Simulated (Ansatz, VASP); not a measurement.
**One calculation of GaB, two programs**

```
Ga B
1.0
     2.71824    0.00000    0.00000
     0.00000    2.71824    0.00000
     0.00000    0.00000    3.30093
Ga B
1 1
Cartesian
  1.3591 1.3591 1.6505
  0.0000 0.0000 0.0000
```

Alike in both runs: task single point; functional PBE; k mesh 8 × 8 × 7; occupations fermi-dirac, width 0.05 eV; no spin polarisation.

|  | VASP | Ansatz |
| --- | --- | --- |
| version | VASP 6.6.1 | Ansatz 0.2.0 |
| potentials or method | VASP PAW PBE potentials, release 64 (Ga_d, B) | Ansatz PAW |
| plane-wave cutoff (eV) | 520 | 420 |
| valence electrons in the cell | 16 | 16 |

|  | VASP | Ansatz | Ansatz less VASP |
| --- | --- | --- | --- |
| gap on the k mesh at the Fermi level (eV) | none | none | - |
| pressure (GPa) | -1.8 | -1.9 | -0.13 |
| traceless stress, the component that is largest in VASP (GPa) | 0.10 | 0.09 | -0.005 |

A gap of «none» marks a metal or a gap that the smearing closes. With one functional, cell and mesh, what is left measures potentials, basis and numerics.
